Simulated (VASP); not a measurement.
# Rh (Fm-3m) in VASP: single point with r2SCAN

Aim: the single point of Rh with r2SCAN.

Program: VASP 6.6.1. These are calculated values, not measurements. Logs are shortened: lines on timing, memory, paths and dates and some standing lists are left out, and cuts for length are marked.

### Step 1. The cell of the first run

It takes space group Fm-3m (No. 225, cubic). The conventional cell has a = 3.842 Å, b = 3.842 Å, c = 3.842 Å, α = 90.00°, β = 90.00°, γ = 90.00°. Within 3.6 Å of Rh (site symmetry m-3m) lie 12 Rh at 2.72 Å.

### Step 2. Single point, r2SCAN

File POSCAR:

```
Rh
1.0
    0.0000000000      1.9208360000      1.9208360000
    1.9208360000      0.0000000000      1.9208360000
    1.9208360000      1.9208360000      0.0000000000
Rh
1
Direct
    0.0000000000      0.0000000000      0.0000000000
```

File INCAR.step1:

```
  PREC = Accurate
  ENCUT = 680
  ISMEAR = 1
  SIGMA = 0.0353
  LREAL = False
  LASPH = True
  NELM = 120
  NBANDS = 14
  GGA = PE
  ALGO = Normal
  EDIFF = 1E-5
  LWAVE = True
  LCHARG = False
  GGA_COMPAT = False
```

File INCAR.step2:

```
  PREC = Accurate
  ENCUT = 680
  EDIFF = 1E-6
  ISMEAR = 1
  SIGMA = 0.0353
  LREAL = False
  LASPH = True
  NELM = 120
  ALGO = Normal
  ISIF = 2
  LWAVE = False
  LCHARG = True
  METAGGA = R2SCAN
  LMIXTAU = True
  LELF = True
  LVHAR = True
  NBANDS = 14
  ISTART = 1
  GGA_COMPAT = False
```

File KPOINTS:

```
regular mesh
0
Gamma
  11 11 11
```

Potentials or basis: VASP PAW PBE potentials, release 64 (Rh_sv_GW).

Launch:

```
cat potpaw_PBE.64/Rh_sv_GW/POTCAR > POTCAR
cp INCAR.step1 INCAR
mpirun -np 1 vasp_std > vasp.out
cp INCAR.step2 INCAR
mpirun -np 1 vasp_std > vasp.out
```

OUTCAR:

```text
PREC = Accurate
   ENCUT = 680
   EDIFF = 1E-6
   ISMEAR = 1
   LREAL = False
   LASPH = True
   NELM = 120
   ISIF = 2
   METAGGA = R2SCAN
   ISTART = 1

 ion  position               nearest neighbor table
   1  0.000  0.000  0.000-

  LATTYP: Found a face centered cubic cell.
 ALAT       =     3.8416720000

  Lattice vectors:

 A1 = (   0.0000000000,   1.9208360000,   1.9208360000)
 A2 = (   1.9208360000,   0.0000000000,   1.9208360000)
 A3 = (   1.9208360000,   1.9208360000,   0.0000000000)

Analysis of symmetry for initial positions (statically):
=====================================================================
 Subroutine PRICEL returns:
 Original cell was already a primitive cell.

 Routine SETGRP: Setting up the symmetry group for a
 face centered cubic supercell.

 Subroutine GETGRP returns: Found 48 space group operations
 (whereof 48 operations were pure point group operations)
 out of a pool of 48 trial point group operations.

The static configuration has the point symmetry O_h .

Analysis of symmetry for dynamics (positions and initial velocities):
=====================================================================
 Subroutine PRICEL returns:
 Original cell was already a primitive cell.

 Routine SETGRP: Setting up the symmetry group for a
 face centered cubic supercell.

 Subroutine GETGRP returns: Found 48 space group operations
 (whereof 48 operations were pure point group operations)
 out of a pool of 48 trial point group operations.

The dynamic configuration has the point symmetry O_h .

 Subroutine INISYM returns: Found 48 space group operations
 (whereof 48 operations are pure point group operations),
 and found     1 'primitive' translations

----------------------------------------------------------------------------------------

                                     Primitive cell

  volume of cell :      14.1743

  direct lattice vectors                    reciprocal lattice vectors
     0.000000000  1.920836000  1.920836000    -0.260303326  0.260303326  0.260303326
     1.920836000  0.000000000  1.920836000     0.260303326 -0.260303326  0.260303326
     1.920836000  1.920836000  0.000000000     0.260303326  0.260303326 -0.260303326

  length of vectors
     2.716472322  2.716472322  2.716472322     0.450858586  0.450858586  0.450858586

  position of ions in fractional coordinates (direct lattice)
     0.000000000  0.000000000  0.000000000

  ion indices of the primitive-cell ions
   primitive index   ion index
                 1           1

----------------------------------------------------------------------------------------

 KPOINTS: regular mesh

Automatic generation of k-mesh.
 Grid dimensions read from file:
 generate k-points for:   11   11   11

 Generating k-lattice:

  Cartesian coordinates                     Fractional coordinates (reciprocal lattice)
    -0.023663939  0.023663939  0.023663939     0.090909091  0.000000000  0.000000000
     0.023663939 -0.023663939  0.023663939     0.000000000  0.090909091  0.000000000
     0.023663939  0.023663939 -0.023663939     0.000000000  0.000000000  0.090909091

  Length of vectors
     0.040987144  0.040987144  0.040987144

  Shift w.r.t. Gamma in fractional coordinates (k-lattice)
     0.000000000  0.000000000  0.000000000

 Subroutine IBZKPT returns following result:
 ===========================================

 Found     56 irreducible k-points:

 Following reciprocal coordinates:
            Coordinates               Weight
  0.000000  0.000000  0.000000      1.000000
  0.090909  0.000000  0.000000      8.000000
  0.181818  0.000000  0.000000      8.000000
  0.272727  0.000000  0.000000      8.000000
  0.363636  0.000000  0.000000      8.000000
  0.454545  0.000000  0.000000      8.000000
[... 16 lines left out ...]
 -0.272727  0.181818  0.000000     24.000000
 -0.181818  0.181818  0.000000     12.000000
 [... further k-points ...]
   k-points           NKPTS =     56   k-points in BZ     NKDIM =     56   number of bands    NBANDS=     14
   number of dos      NEDOS =    301   number of ions     NIONS =      1
   total plane-waves  NPLWV =  13824
   dimension x,y,z NGX =    24 NGY =   24 NGZ =   24
   dimension x,y,z NGXF=    48 NGYF=   48 NGZF=   48
   ions per type =               1
   NGX,Y,Z   is equivalent  to a cutoff of  14.69, 14.69, 14.69 a.u.
   NGXF,Y,Z  is equivalent  to a cutoff of  29.38, 29.38, 29.38 a.u.
 SYSTEM =  unknown system
   PREC   = accura    normal or accurate (medium, high low for compatibility)
   ISTART =      1    job   : 0-new  1-cont  2-samecut
   ICHARG =      0    charge: 1-file 2-atom 10-const
   ISPIN  =      1    spin polarized calculation?
   LNONCOLLINEAR =      F non collinear calculations
   LSORBIT =      F    spin-orbit coupling
   LASPH  =      T    aspherical Exc in radial PAW
   ENCUT  =  680.0 eV  49.98 Ry    7.07 a.u.   5.78  5.78  5.78*2*pi/ulx,y,z
   NELM   =    120;   NELMIN=  2; NELMDL=  0     # of ELM steps
   EDIFF  = 0.1E-05   stopping-criterion for ELM
   LREAL  =      F    real-space projection
   EDIFFG = 0.1E-04   stopping-criterion for IOM
   NSW    =      0    number of steps for IOM
   IBRION =     -1    ionic relax: 0-MD 1-quasi-New 2-CG
   NFREE  =      0    steps in history (QN), initial steepest desc. (CG)
   ISIF   =      2    stress and relaxation
   ISYM   =      2    0-nonsym 1-usesym 2-fastsym
   POTIM  = 0.5000    time-step for ionic-motion
   TEBEG  =    0.0;   TEEND  =   0.0 temperature during run
   PSTRESS=    0.0 pullay stress
   NELECT =      17.0000    total number of electrons
   NUPDOWN=      -1.0000    fix difference up-down
   EMIN   =  10.00;   EMAX   =-10.00  energy-range for DOS
   EFERMI =   0.00;   METHOD = LEGACY
   ISMEAR =     1;   SIGMA  =   0.04  broadening in eV -4-tet -1-fermi 0-gaus
   EFERMI_NEDOS =   21; number of points for ismear=-14 and -15
   IALGO  =     38    algorithm
   IMIX   =      4    mixing-type and parameters
     AMIX     =   0.40;   BMIX     =  1.00
     AMIX_MAG =   1.60;   BMIX_MAG =  1.00
  volume/ion in A,a.u.               =      14.17        95.65
  Fermi-wavevector in a.u.,A,eV,Ry     =   1.739366  3.286924 41.162962  3.025392
  Thomas-Fermi vector in A             =   2.812220
   LORBIT       =      0    0 simple, 1 ext, 2 COOP (PROOUT), +10 PAW based schemes
   METAGGA = R2SCAN    functional components
   LHFCALC =     F    Hartree Fock is set to
   AEXX    =    0.0000 exact exchange contribution
   IVDW    =     0    specifies the selected vdW correction
   LEPSILON=     F    determine dielectric tensor
   LRPA    =     F    only Hartree local field effects (RPA)
 non-spin polarized calculation
 Methfessel and Paxton  Order N= 1 SIGMA  =   0.04
  energy-cutoff  :      680.00
  volume of cell :       14.17
 maximum number of plane-waves:       580
   NGX = 11   NGY = 11   NGZ = 11

 number of electron      16.9999996 magnetization

 Free energy of the ion-electron system (eV)
  ---------------------------------------------------
  ext. energy  EPLUGINS =         0.00000000
  ---------------------------------------------------
  free energy    TOTEN  =       -23.26523258 eV

  energy without entropy =      -23.26515743  energy(sigma->0) =      -23.26520753

 E-fermi :  10.1657     XC(G=0): -15.0359

 val. band max:       10.1407506964   @ k =   0.4545   0.2727   0.0909
 cond. band min:      10.1719045089   @ k =   0.3636   0.0000   0.0000
 fundamental gap:      0.0311538125
 Fermi energy:        10.1657031542

 k-point     1 :       0.0000    0.0000    0.0000
  band No.  band energies     occupation
      1     -70.8798      2.00000
      2     -37.5506      2.00000
      3     -37.5506      2.00000
      4     -37.5506      2.00000
      5       2.2546      2.00000
      6       7.1673      2.00000
      7       7.1673      2.00000
      8       7.1673      2.00000
      9       9.1580      2.00000
     10       9.1580      2.00000
     11      26.6637      0.00000
     12      32.1474      0.00000
     13      32.1474      0.00000
     14      32.1474      0.00000

 k-point     2 :       0.0909    0.0000    0.0000
  band No.  band energies     occupation
      1     -70.8713      2.00000
      2     -37.6079      2.00000
      3     -37.5584      2.00000
      4     -37.5584      2.00000
      5       2.5859      2.00000
      6       7.0299      2.00000
      7       7.2903      2.00000
      8       7.2903      2.00000
      9       9.0958      2.00000
     10       9.0958      2.00000
     11      27.1114      0.00000
     12      30.6228      0.00000
     13      32.6181      0.00000
     14      32.6181      0.00000

 k-point     3 :       0.1818    0.0000    0.0000
  band No.  band energies     occupation
      1     -70.8485      2.00000
      2     -37.7604      2.00000
      3     -37.5793      2.00000
      4     -37.5793      2.00000
      5       3.4397      2.00000
      6       6.8266      2.00000
      7       7.5071      2.00000
      8       7.5071      2.00000
      9       9.0843      2.00000
     10       9.0843      2.00000
     11      27.7139      0.00000
     12      28.2501      0.00000
     13      33.9036      0.00000
     14      33.9036      0.00000
[... 324 lines left out ...]
 k-point    23 :      -0.2727    0.1818    0.0000
  band No.  band energies     occupation
      1     -70.7829      2.00000
      2     -38.0557      2.00000
      3     -37.7784      2.00000
      4     -37.6315      2.00000
      5       5.3054      2.00000
      6       6.6620      2.00000
      7       7.0765      2.00000
      8       7.9871      2.00000
      9       9.1314      2.00000
     10      12.3428      0.00000
     11      23.5387      0.00000
     12      26.5645      0.00000
     13      30.1220      0.00000
     14      34.6320      0.00000

 k-point    24 :      -0.1818    0.1818    0.0000
  band No.  band energies     occupation
      1     -70.8084      2.00000
      2     -37.9389      2.00000
      3     -37.7160      2.00000
      4     -37.6002      2.00000
      5       4.9693      2.00000
      6       6.2655      2.00000
      7       7.3502      2.00000
      8       8.2891      2.00000
      9       8.3015      2.00000
     10      10.8697     -0.00000
     11      26.1398      0.00000
     12      27.5091      0.00000
     13      31.8870      0.00000
     14      32.7861      0.00000

 [... further k-points ...]

------------------------ aborting loop because EDIFF is reached ----------------------------------------

  FORCE on cell =-STRESS in cart. coord.  units (eV):
  Direction    XX          YY          ZZ          XY          YZ          ZX
  --------------------------------------------------------------------------------------
  -------------------------------------------------------------------------------------
  Total       -0.7213952     -0.7213952     -0.7213952      0.0000000      0.0000000      0.0000000
  in kB      -81.5423024    -81.5423024    -81.5423024      0.0000000      0.0000000      0.0000000
  external PRESSURE =     -81.5423024 kB  Pullay stress =       0.0000000 kB

 VOLUME and BASIS-vectors are now :
 -----------------------------------------------------------------------------
  energy-cutoff  :      680.00
  volume of cell :       14.17
      direct lattice vectors                 reciprocal lattice vectors
     0.000000000  1.920836000  1.920836000    -0.260303326  0.260303326  0.260303326
     1.920836000  0.000000000  1.920836000     0.260303326 -0.260303326  0.260303326
     1.920836000  1.920836000  0.000000000     0.260303326  0.260303326 -0.260303326

 POSITION                                       TOTAL-FORCE (eV/Angst)
 -----------------------------------------------------------------------------------
      0.00000      0.00000      0.00000         0.000000      0.000000     -0.000000
 -----------------------------------------------------------------------------------
    total drift:                               -0.000000     -0.000000     -0.000000

  FREE ENERGIE OF THE ION-ELECTRON SYSTEM (eV)
  ---------------------------------------------------
  free  energy   TOTEN  =       -23.2652325820 eV

  energy  without entropy=      -23.2651574266  energy(sigma->0) =      -23.26520753
```

Wall time 78 s (1 thread of AMD EPYC 7R43 (Zen 3), shared host); peak memory 0.12 GiB.

What came out:

- Free energy: -23.2652 eV
- Pressure: -8.2 GPa
- Band gap on the k mesh: zero (an odd number of electrons rules out a gap without spin polarisation)

Caveat: the cell stands under tension; the PAW data sets were made with another functional, which shifts forces and pressure a little.

The gap in the log of VASP goes by the Fermi energy; the results here count the filled bands.